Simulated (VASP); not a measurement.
Write the native input for VASP 6.6.1 that does the following.

```
Task                   : single point
Functional             : PBEsol
Potentials or basis    : VASP PAW PBE potentials, release 64 (W_sv)
Cutoff                 : 520 eV
k mesh                 : 14 × 14 × 14
Occupations            : fermi-dirac, width 0.05 eV
Spin                   : no spin polarisation
Dipole correction      : no
Further INCAR settings : ALGO = Normal; EDIFF = 1e-06; NBANDS = 13
```

The structure of W lies in POSCAR:

```
W
1.0
   -0.0406000000      2.0097000000      2.0097000000
    2.0097000000     -0.0406000000      2.0097000000
    2.0097000000      2.0097000000     -0.0406000000
W
1
Direct
    0.0000000000      0.0000000000      0.0000000000
```

This cell differs from its parent crystal: equal xy, yz and zx shear strains of -2 %.

These files were run (other wordings do the same):

INCAR

```
SYSTEM = W
  PREC = Accurate
  ENCUT = 520
  EDIFF = 1E-6
  ISMEAR = -1
  SIGMA = 0.05
  LREAL = .FALSE.
  LASPH = .TRUE.
  NELM = 60
  ALGO = Normal
  ISIF = 2
  LWAVE = .FALSE.
  LCHARG = .FALSE.
  GGA = PS
  NBANDS = 13
```

KPOINTS

```
Automatic mesh
0
G
  14 14 14
  0 0 0
```

Potentials or basis: VASP PAW PBE potentials, release 64 (W_sv).

Command:

```bash
$ cat potpaw_PBE.64/W_sv/POTCAR > POTCAR
$ mpirun -np 1 vasp_std > vasp.out
```

It gave:

```json
{
 "Pressure": "-11.9 GPa",
 "Band gap on the k mesh": "zero (bands 7 and 8 overlap by 3.53 eV)"
}
```

Caveat: the cell differs from its parent crystal (equal xy, yz and zx shear strains of -2 %); the cell stands under tension; the PAW data sets were made with another functional, which shifts forces and pressure a little; spin-orbit coupling is left out, which moves the levels of the heavy elements.

Run time: 45 s on 1 thread of Intel Xeon 8259CL, on a shared host, peak memory 0.19 GiB.
